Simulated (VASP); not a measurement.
Here is a VASP 6.6.1 calculation.

File INCAR:

```
SYSTEM = Al3Pd
PREC = Accurate
ENCUT = 500
EDIFF = 1E-6
ISMEAR = 0
SIGMA = 0.05
LREAL = .False.
LASPH = .True.
NELM = 120
ALGO = Normal
ISIF = 2
LWAVE = .False.
LCHARG = .False.
GGA = PE
NBANDS = 18
GGA_COMPAT = .False.
```

File KPOINTS:

```
regular mesh
0
Gamma
  5 5 5
  0 0 0
```

Contents of POSCAR:

```
Al3Pd
1.0
    3.9469100000      0.0000000000      0.0000000000
    0.0000000000      3.9469100000      0.0000000000
    0.0000000000      0.0000000000      3.9469100000
Al Pd
3 1
Direct
    0.0000000000      0.5000000000      0.5000000000
    0.5000000000      0.0000000000      0.5000000000
    0.5000000000      0.5000000000      0.0000000000
    0.0000000000      0.0000000000      0.0000000000
```

Potentials or basis: VASP PAW PBE potentials, release 64 (Al, Pd).

Command:

```console
$ cat potpaw_PBE.64/Al/POTCAR potpaw_PBE.64/Pd/POTCAR > POTCAR
$ mpirun -np 1 vasp_std > vasp.out
```

(1) Estimate the pressure.

## Answers

(1) 1.3 GPa.
